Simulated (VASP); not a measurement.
Write the native input for VASP 6.6.1 that does the following.

```
Task                   : single point
Functional             : PBE
Potentials or basis    : VASP PAW PBE potentials, release 64 (Be, Te)
Cutoff                 : 520 eV
k mesh                 : 4 × 4 × 4
Occupations            : gaussian, width 0.01 eV
Spin                   : no spin polarisation
Dipole correction      : no
Further INCAR settings : ALGO = Normal; EDIFF = 1e-06; NBANDS = 11
```

The structure of BeTe lies in POSCAR:

```
BeTe
1.0
    0.0000000000      2.8286228811      2.8286228811
    2.8286228811      0.0000000000      2.8286228811
    2.8286228811      2.8286228811      0.0000000000
Be Te
1 1
Direct
    0.0000000000      0.0000000000      0.0000000000
    0.2500000000      0.2500000000      0.2500000000
```

These files were run (other wordings do the same):

INCAR

```
SYSTEM = BeTe
  PREC = Accurate
  ENCUT = 520
  EDIFF = 1E-6
  ISMEAR = 0
  SIGMA = 0.01
  LREAL = .False.
  LASPH = .True.
  NELM = 80
  ALGO = Normal
  ISIF = 2
  LWAVE = .False.
  LCHARG = .False.
  GGA = PE
  NBANDS = 11
```

KPOINTS

```
Automatic mesh
0
Gamma
  4 4 4
  0 0 0
```

Potentials or basis: VASP PAW PBE potentials, release 64 (Be, Te).

Run with:

```bash
$ cat potpaw_PBE.64/Be/POTCAR potpaw_PBE.64/Te/POTCAR > POTCAR
$ mpirun -np 1 vasp_std > vasp.out
```

It gave:

- Pressure: 0.8 GPa
- Band gap on the k mesh: 2.00 eV, indirect (least direct gap 3.61 eV)

Caveat: the k points lie up to 0.48 Å⁻¹ apart; spin-orbit coupling is left out, which moves the levels of the heavy elements.

It took 4.5 s on 1 thread of Intel(R) Xeon(R) Platinum 8488C (Sapphire Rapids) (shared host), peak memory 0.16 GiB.
